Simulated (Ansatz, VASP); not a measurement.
# One calculation of Sn, two programs

The input INCAR:

```
  AGGAC = 1.0
  AGGAX = 1.0
  ALDAC = 0.0
  ALDAX = 1.0
  ALGO = Normal
  EDIFF = 1E-6
  ENCUT = 520
  GGA = B5
  ISIF = 2
  ISMEAR = -1
  LASPH = T
  LCHARG = F
  LREAL = F
  LWAVE = F
  NBANDS = 21
  NELM = 60
  PREC = Accurate
  SIGMA = 0.05
```

File KPOINTS:

```
k-points
0
Gamma
  7 7 7
```

The input POSCAR:

```
Sn
1.0
    0.0000000000      3.1896436215      3.1896436215
    3.1896436215      0.0000000000      3.1896436215
    3.1896436215      3.1896436215      0.0000000000
Sn
2
Direct
    0.7500000000      0.7500000000      0.7500000000
    0.5000000000      0.5000000000      0.5000000000
```

input.yaml

```yaml
crystal:
  lattice:
    - [0.0, 3.1896436215, 3.1896436215]
    - [3.1896436215, 0.0, 3.1896436215]
    - [3.1896436215, 3.1896436215, 0.0]
  atoms:
    - { symbol: Sn, position: [0.75, 0.75, 0.75] }
    - { symbol: Sn, position: [0.5, 0.5, 0.5] }
hamiltonian:
  xc: blyp
  pseudopotentials: { kind: paw }
kpoints:
  mp_grid: { grid: [7, 7, 7] }
scf:
  occupations: { method: fermi_dirac, width: 0.05 }
output:
  forces: true
  stress: true
  eigenvalues: true
```

Alike in both runs: task single point; functional BLYP; k mesh 7 × 7 × 7; occupations fermi-dirac, width 0.05 eV; no spin polarisation.

```csv
,VASP,Ansatz
version,VASP 6.6.1,Ansatz 0.2.0
potentials or method,"VASP PAW PBE potentials, release 64 (Sn_d)",Ansatz PAW
plane-wave cutoff (eV),520,420
valence electrons in the cell,28,28
```

```csv
,VASP,Ansatz,Ansatz less VASP
gap on the k mesh at the Fermi level (eV),none,none,-
pressure (GPa),9.1,9.0,-0.03
```

VASP's potentials were made for PBE, not for BLYP. A gap of «none» marks a metal or a gap that the smearing closes.
